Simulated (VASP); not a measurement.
Runs of VASP 6.6.1 on AlAs. The structure is that of space group F-43m (No. 216), or close to it. The cells are those of the table. 

| cell | gap on the mesh (eV) | pressure (GPa) |
| --- | --- | --- |
| a = 4.003 Å, angles 60.0°, 2 atoms | 1.32 | 0.8 |
| a = 4.042 Å, angles 60.0°, 2 atoms | 1.37 | (c) |
| a = 3.921 Å, angles 60.0°, 2 atoms | 1.21 | 6.2 |
| a = 3.962 Å, angles 60.0°, 2 atoms | 1.27 | (b) |
| a = 4.081 Å, angles 60.0°, 2 atoms | (a) | -3.1 |

Alike in all rows: task single point; level PBEsol; potentials or basis VASP PAW PBE potentials, release 64 (As, Al); no spin polarisation; k mesh 12 × 12 × 12; cutoff (eV) 500; smearing gaussian 0.02 eV.

Task: Estimate the missing entries.

Result: (a) 1.42; (b) 3.3; (c) -1.3.

Caveats: the PAW data sets were made with another functional, which shifts forces and pressure a little.

A k mesh can miss the band edges, and the runs leave out spin-orbit coupling on As.
